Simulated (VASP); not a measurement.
A run of VASP 6.6.1 is set up as follows.

INCAR

```
ALGO = Normal
EDIFF = 1E-7
ENCUT = 520
GGA = PE
ISIF = 2
ISMEAR = 0
LASPH = T
LCHARG = F
LREAL = F
LWAVE = F
NBANDS = 13
NELM = 60
PREC = Accurate
SIGMA = 0.15
```

File KPOINTS:

```
k-points
0
Gamma
  14 14 14
```

The input POSCAR:

```
Se
1.0
    0.0000000000      2.9412707530      3.5295249036
    2.9412707530      0.0000000000      3.5295249036
    2.9412707530      2.9412707530      0.0000000000
Se
2
Direct
    0.5000000000      0.5000000000      0.5000000000
    0.7500000000      0.7500000000      0.7500000000
```

Potentials or basis: VASP PAW PBE potentials, release 64 (Se).

Launch:

```console
$ cat potpaw_PBE.64/Se/POTCAR > POTCAR
$ mpirun -np 1 vasp_std > vasp.out
```

Question: Estimate the pressure.

Answer: 0.5 GPa.

Question: What does it give for the band gap on the k mesh?

Answer: Zero (band 6 reaches 2.67 eV, above the bottom of band 7 at 1.36 eV).

Stress tensor (GPa, compression positive):
```
-0.64  0.00  0.00
 0.00 -0.64  0.00
 0.00  0.00  2.64
```
